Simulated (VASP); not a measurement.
The system is As.

```
As
1.0
     1.87975    1.08527    3.48577
    -1.87975    1.08527    3.48577
     0.00000   -2.17055    3.48577
As
2
Direct
  0.22754 0.22754 0.22754
  0.77246 0.77246 0.77246
```

- Program: VASP 6.6.1
- Task: relaxation of cell and atoms
- Functional: PBEsol
- Potentials or basis: VASP PAW PBE potentials, release 64 (As)
- Cutoff: 600 eV
- k mesh: 15 × 15 × 15
- Occupations: gaussian, width 0.1 eV
- Spin: no spin polarisation

At the start: pressure 0.5 GPa; volume 21.33 Å³/atom.

Problem. How do energy, volume and symmetry change on relaxing?

Solution. Over 20 steps the energy falls by 5.5 meV/atom and the volume is 20.90 Å³/atom (-2.0 %); space group R-3m (No. 166, to 0.1 Å) before and after.

Step by step:
```csv
step,energy change (eV),largest force (eV/Å),pressure (GPa),volume (Å³)
1,0.0000,0.2381,0.55,42.67
2,-0.0036,0.0027,-0.99,43.12
3,-0.0037,0.0364,-0.76,43.05
4,-0.0072,0.0164,-0.52,42.64
5,-0.0107,0.0195,0.08,41.82
6,-0.0107,0.0240,0.18,41.71
7,-0.0109,0.0203,-0.11,41.81
8,-0.0109,0.0211,-0.05,41.79
9,-0.0109,0.0084,0.09,41.74
10,-0.0110,0.0038,0.03,41.76
11,-0.0110,0.0015,0.00,41.79
12,-0.0110,0.0013,0.00,41.79
13,-0.0110,0.0008,0.00,41.80
14,-0.0110,0.0003,0.01,41.81
15,-0.0110,0.0001,-0.02,41.83
16,-0.0110,0.0000,-0.02,41.82
17,-0.0110,0.0002,-0.03,41.82
18,-0.0110,0.0003,-0.03,41.81
19,-0.0110,0.0023,0.00,41.80
20,-0.0110,0.0017,0.01,41.80
```

Final structure:
```
As
1.0
     1.89399    1.09350    3.36405
    -1.89399    1.09350    3.36405
     0.00000   -2.18699    3.36405
As
2
Direct
  0.23051 0.23051 0.23051
  0.76949 0.76949 0.76949
```

Caveat: the PAW data sets were made with another functional, which shifts forces and pressure a little.
